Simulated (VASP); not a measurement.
# Be2Cu11Ni3 in VASP: notebook, part 2 of 2

VASP 6.6.1. The steps go on from the part before.

## (3) Single point, PBE

INCAR

```
SYSTEM = Be2Cu11Ni3
ALGO     = Normal         ! electronic algorithm
EDIFF    = 1E-6           ! SCF threshold, eV
ENCUT    = 400            ! plane-wave cutoff, eV
GGA      = PE             ! functional
GGA_COMPAT= .FALSE.      
ISIF     = 2              ! what is computed and relaxed
ISMEAR   = -1             ! smearing method
ISYM     = -1           
LASPH    = .TRUE.         ! aspherical terms in the spheres
LCHARG   = .TRUE.         ! write CHGCAR
LELF     = .TRUE.         ! ELF
LREAL    = Auto         
LVHAR    = .TRUE.       
LWAVE    = .FALSE.        ! write WAVECAR
NBANDS   = 92             ! bands
NELM     = 120            ! most SCF steps
PREC     = Accurate       ! precision mode
SIGMA    = 0.05           ! smearing width, eV
```

KPOINTS

```
explicit points
1
Reciprocal
  0.25000000   0.25000000   0.25000000 1
```

POSCAR

```
Be2Cu11Ni3
1.0
    5.6151810000     -0.1125830000     -0.0418010000
   -0.1125830000      5.6341360000     -0.0260090000
   -0.0418010000     -0.0260090000      5.8223430000
Cu Ni Be
11 3 2
Direct
    0.8460615311      0.0573926785      0.7801534441
    0.0947862718      0.7797469798      0.9822448798
    0.3231669879      0.0958852543      0.2526992283
    0.6245700584      0.3122692559      0.0082465880
    0.3742338821      0.0399324455      0.7413762730
    0.8563778803      0.5529205460      0.2369165407
    0.5867358038      0.7871843657      1.0068936202
    0.6117837092      0.3118153967      0.4924797762
    0.6377431817      0.7872309087      0.5178962132
    0.3272520916      0.5533928730      0.2550919209
    0.0957455735      0.2683463683      0.5279176581
    0.3509183534      0.5189008911      0.7601887816
    0.8846174421      0.0391706983      0.2489198394
    0.1010328553      0.7784583881      0.4942845515
    0.8802032514      0.5620368713      0.7222979466
    0.0715834311      0.3206962025      0.9596655928
```

Potentials or basis: VASP PAW PBE potentials, release 64 (Cu, Ni, Be).

Command:

```
$ cat potpaw_PBE.64/Cu/POTCAR potpaw_PBE.64/Ni/POTCAR potpaw_PBE.64/Be/POTCAR > POTCAR
$ mpirun -np 1 vasp_std > vasp.out
```

OUTCAR:

```text
SYSTEM = Be2Cu11Ni3
   EDIFF = 1E-6
   ENCUT = 400
   GGA = PE
   ISIF = 2
   ISMEAR = -1
   ISYM = -1
   LASPH = .TRUE.
   LREAL = Auto
   NELM = 120
   PREC = Accurate

 ion  position               nearest neighbor table
   1  0.846  0.057  0.780-  16 2.16  11 2.34   4 2.35   9 2.40   2 2.44   7 2.47   8 2.59   5 2.65
                            14 2.74  13 2.74
   2  0.095  0.780  0.982-  15 2.25   6 2.36   1 2.44  10 2.44  12 2.47  13 2.47   5 2.55  16 2.59
                             3 2.65   7 2.76  14 2.84
   3  0.323  0.096  0.253-  11 2.30   8 2.41  13 2.47   4 2.51  16 2.57  10 2.58  14 2.58   2 2.65
                             7 2.74
   4  0.625  0.312  0.008-   6 2.25   1 2.35  12 2.43   3 2.51  16 2.53   5 2.54  13 2.57  10 2.63
                             7 2.69
   5  0.374  0.040  0.741-  11 2.40   7 2.44   9 2.47   8 2.48  14 2.51   4 2.54   2 2.55   1 2.65
                            12 2.71  12 2.94
   6  0.856  0.553  0.237-   4 2.25  14 2.35   2 2.36   8 2.43  16 2.43   7 2.44   9 2.47  10 2.65
                            11 2.72  13 2.74  13 2.91
   7  0.587  0.787  0.007-  12 2.42  10 2.43   6 2.44   5 2.44   1 2.47  13 2.55   4 2.69   3 2.74
                             2 2.76
   8  0.612  0.312  0.492-  15 2.41   3 2.41   6 2.43  12 2.47   5 2.48  10 2.54   1 2.59  13 2.63
                             9 2.68  11 2.74
   9  0.638  0.787  0.518-  15 2.24   1 2.40   6 2.47   5 2.47  13 2.52  12 2.60  14 2.61  10 2.61
                             8 2.68
  10  0.327  0.553  0.255-  14 2.30   7 2.43   2 2.44   8 2.54  16 2.55   3 2.58  11 2.59   9 2.61
                             4 2.63   6 2.65  12 2.89
  11  0.096  0.268  0.528-   3 2.30   1 2.34  13 2.34  12 2.37  15 2.38   5 2.40  16 2.53  10 2.59
                             6 2.72   8 2.74  14 2.77  14 2.88
  12  0.351  0.519  0.760-  16 2.23  11 2.37   7 2.42   4 2.43   2 2.47   8 2.47  14 2.58   9 2.60
                            15 2.67   5 2.71  10 2.89   5 2.94
  13  0.885  0.039  0.249-  11 2.34  14 2.41   2 2.47   3 2.47   9 2.52  16 2.53   7 2.55   4 2.57
                             8 2.63   1 2.74   6 2.74   6 2.91
  14  0.101  0.778  0.494-  15 2.18  10 2.30   6 2.35  13 2.41   5 2.51  12 2.58   3 2.58   9 2.61
                             1 2.74  11 2.77   2 2.84  11 2.88
  15  0.880  0.562  0.722-  14 2.18   9 2.24  16 2.24   2 2.25  11 2.38   8 2.41  12 2.67
  16  0.072  0.321  0.960-   1 2.16  12 2.23  15 2.24   6 2.43   4 2.53  13 2.53  11 2.53  10 2.55
                             3 2.57   2 2.59

IMPORTANT INFORMATION: All symmetrisations will be switched off!
NOSYMM: (Re-)initialisation of all symmetry stuff for point group C_1.

----------------------------------------------------------------------------------------

                                     Primitive cell

  volume of cell :     184.1120

  direct lattice vectors                    reciprocal lattice vectors
     5.615181000 -0.112583000 -0.041801000     0.178169792  0.003566221  0.001295085
    -0.112583000  5.634136000 -0.026009000     0.003566221  0.177564544  0.000818802
    -0.041801000 -0.026009000  5.822343000     0.001295085  0.000818802  0.171765118

  length of vectors
     5.616465073  5.635320742  5.822551142     0.178210185  0.177602240  0.171771952

  position of ions in fractional coordinates (direct lattice)
     0.846061531  0.057392679  0.780153444
     0.094786272  0.779746980  0.982244880
     0.323166988  0.095885254  0.252699228
     0.624570058  0.312269256  0.008246588
     0.374233882  0.039932445  0.741376273
     0.856377880  0.552920546  0.236916541
[... 8 lines left out ...]
     0.880203251  0.562036871  0.722297947
     0.071583431  0.320696203  0.959665593

  ion indices of the primitive-cell ions
   primitive index   ion index
                 1           1
                 2           2
                 3           3
                 4           4
                 5           5
                 6           6
[... 8 lines left out ...]
                15          15
                16          16

----------------------------------------------------------------------------------------

 KPOINTS: explicit points

Read explicit list of k-points.

 Found      1 k-points:

 Following reciprocal coordinates:
            Coordinates               Weight
  0.250000  0.250000  0.250000      1.000000
   k-points           NKPTS =      1   k-points in BZ     NKDIM =      1   number of bands    NBANDS=     92
   number of dos      NEDOS =    301   number of ions     NIONS =     16
   total plane-waves  NPLWV =  64000
   dimension x,y,z NGX =    40 NGY =   40 NGZ =   40
   dimension x,y,z NGXF=    80 NGYF=   80 NGZF=   80
   ions per type =              11   3   2
   NGX,Y,Z   is equivalent  to a cutoff of  11.84, 11.80, 11.42 a.u.
   NGXF,Y,Z  is equivalent  to a cutoff of  23.68, 23.60, 22.84 a.u.
 SYSTEM =  Be2Cu11Ni3
   PREC   = accura    normal or accurate (medium, high low for compatibility)
   ISTART =      0    job   : 0-new  1-cont  2-samecut
   ICHARG =      2    charge: 1-file 2-atom 10-const
   ISPIN  =      1    spin polarized calculation?
   LNONCOLLINEAR =      F non collinear calculations
   LSORBIT =      F    spin-orbit coupling
   LASPH  =      T    aspherical Exc in radial PAW
   ENCUT  =  400.0 eV  29.40 Ry    5.42 a.u.   9.16  9.19  9.50*2*pi/ulx,y,z
   NELM   =    120;   NELMIN=  2; NELMDL= -5     # of ELM steps
   EDIFF  = 0.1E-05   stopping-criterion for ELM
   LREAL  =      T    real-space projection
   EDIFFG = 0.1E-04   stopping-criterion for IOM
   NSW    =      0    number of steps for IOM
   IBRION =     -1    ionic relax: 0-MD 1-quasi-New 2-CG
   NFREE  =      0    steps in history (QN), initial steepest desc. (CG)
   ISIF   =      2    stress and relaxation
   ISYM   =     -1    0-nonsym 1-usesym 2-fastsym
   POTIM  = 0.5000    time-step for ionic-motion
   TEBEG  =    0.0;   TEEND  =   0.0 temperature during run
   PSTRESS=    0.0 pullay stress
   NELECT =     155.0000    total number of electrons
   NUPDOWN=      -1.0000    fix difference up-down
   EMIN   =  10.00;   EMAX   =-10.00  energy-range for DOS
   EFERMI =   0.00;   METHOD = LEGACY
   ISMEAR =    -1;   SIGMA  =   0.05  broadening in eV -4-tet -1-fermi 0-gaus
   EFERMI_NEDOS =   21; number of points for ismear=-14 and -15
   IALGO  =     38    algorithm
   IMIX   =      4    mixing-type and parameters
     AMIX     =   0.40;   BMIX     =  1.00
     AMIX_MAG =   1.60;   BMIX_MAG =  1.00
  volume/ion in A,a.u.               =      11.51        77.65
  Fermi-wavevector in a.u.,A,eV,Ry     =   1.545817  2.921170 32.511798  2.389550
  Thomas-Fermi vector in A             =   2.651142
   LORBIT       =      0    0 simple, 1 ext, 2 COOP (PROOUT), +10 PAW based schemes
   GGA     = PE    functional components
   LHFCALC =     F    Hartree Fock is set to
   AEXX    =    0.0000 exact exchange contribution
   IVDW    =     0    specifies the selected vdW correction
   LEPSILON=     F    determine dielectric tensor
   LRPA    =     F    only Hartree local field effects (RPA)
 non-spin polarized calculation
  energy-cutoff  :      400.00
  volume of cell :      184.11
 maximum number of plane-waves:      3338
 NGX is ok and might be reduce to    36
   NGX = 19   NGY = 19   NGZ = 19

 number of electron     155.0000058 magnetization

 Free energy of the ion-electron system (eV)
  ---------------------------------------------------
  ext. energy  EPLUGINS =         0.00000000
  ---------------------------------------------------
  free energy    TOTEN  =       -63.88376927 eV

  energy without entropy =      -63.81423687  energy(sigma->0) =      -63.84900307

 E-fermi :   7.8213     XC(G=0): -12.4372

 val. band max:        7.2013586385   @ k =   0.2500   0.2500   0.2500
 cond. band min:       7.8213671351   @ k =   0.2500   0.2500   0.2500
 fundamental gap:      0.6200084966
 Fermi energy:         7.8213236935

 k-point     1 :       0.2500    0.2500    0.2500
  band No.  band energies     occupation
      1      -0.9086      2.00000
      2       0.9655      2.00000
      3       1.0867      2.00000
      4       1.1552      2.00000
      5       2.3673      2.00000
      6       2.4418      2.00000
[... 81 lines left out ...]
     88      12.0406      0.00000
     89      12.3184      0.00000
 [bands above 89 left out]

------------------------ aborting loop because EDIFF is reached ----------------------------------------

  FORCE on cell =-STRESS in cart. coord.  units (eV):
  Direction    XX          YY          ZZ          XY          YZ          ZX
  --------------------------------------------------------------------------------------
  -------------------------------------------------------------------------------------
  Total       -0.6318675     -2.0426814      2.6790310      3.1397843      3.4846564      3.4294244
  in kB       -5.4986306    -17.7757988     23.3134331     27.3229957     30.3241379     29.8434985
  external PRESSURE =       0.0130012 kB  Pullay stress =       0.0000000 kB

 VOLUME and BASIS-vectors are now :
 -----------------------------------------------------------------------------
  energy-cutoff  :      400.00
  volume of cell :      184.11
      direct lattice vectors                 reciprocal lattice vectors
     5.615181000 -0.112583000 -0.041801000     0.178169792  0.003566221  0.001295085
    -0.112583000  5.634136000 -0.026009000     0.003566221  0.177564544  0.000818802
    -0.041801000 -0.026009000  5.822343000     0.001295085  0.000818802  0.171765118

 POSITION                                       TOTAL-FORCE (eV/Angst)
 -----------------------------------------------------------------------------------
      4.71172      0.20781      4.50546        -0.150025     -0.506186     -0.394457
      0.40340      4.35698      5.69472         0.566890      0.240261     -0.134686
      1.79328      0.49727      1.45530         0.427756     -1.051406     -0.987253
      3.47157      1.68884      0.01378        -0.539104     -0.308339     -0.421654
      2.06591      0.16357      4.29986        -0.329493      0.036657      0.340505
      4.73656      3.01265      1.32923         0.572211     -0.202642      0.571537
[... 8 lines left out ...]
      4.84903      3.04871      4.15406        -0.100212     -0.439652      0.088207
      0.32573      1.77383      5.57617         0.556454      0.281360      0.752970
 -----------------------------------------------------------------------------------
    total drift:                                0.007283     -0.000249      0.004130

  FREE ENERGIE OF THE ION-ELECTRON SYSTEM (eV)
  ---------------------------------------------------
  free  energy   TOTEN  =       -63.8837692721 eV

  energy  without entropy=      -63.8142368715  energy(sigma->0) =      -63.84900307
```

Run time: 2.5 min. Hardware: 1 thread of Intel Xeon 8259CL, shared host; peak memory 0.25 GiB.

Results:

```yaml
Free_energy: -63.8838 eV
Pressure: 0.0 GPa
Largest_force: 1.634 eV/Å
Band_gap_on_the_k_mesh: zero (an odd number of electrons rules out a gap without spin polarisation)
```

Forces in eV/Å, atoms in the order of the input:
```
Cu  -0.150 -0.506 -0.394
Cu   0.567  0.240 -0.135
Cu   0.428 -1.051 -0.987
Cu  -0.539 -0.308 -0.422
Cu  -0.329  0.037  0.341
Cu   0.572 -0.203  0.572
Cu   0.248  0.266  0.194
Cu   0.326 -0.042  0.204
Cu  -0.667 -0.175 -0.635
Cu   0.440 -0.806 -0.258
Cu  -0.354  1.191  0.082
Ni  -0.357  0.362  0.101
Ni  -0.645  0.277 -0.882
Ni   0.005  0.876  1.379
Be  -0.100 -0.440  0.088
Be   0.556  0.281  0.753
```

Levels at points of the mesh, in eV from the Fermi level:
| k point | band 74 | band 75 | band 76 | band 77 | band 78 | band 79 | band 80 | band 81 |
| --- | --- | --- | --- | --- | --- | --- | --- | --- |
| (0.25, 0.25, 0.25) | -1.03 | -0.98 | -0.70 | -0.62 | 0.00 | 0.42 | 0.63 | 0.94 |

Caveat: the atoms stand as in a frame of molecular dynamics.

The gap in the log of VASP goes by the Fermi energy; the results here count the filled bands.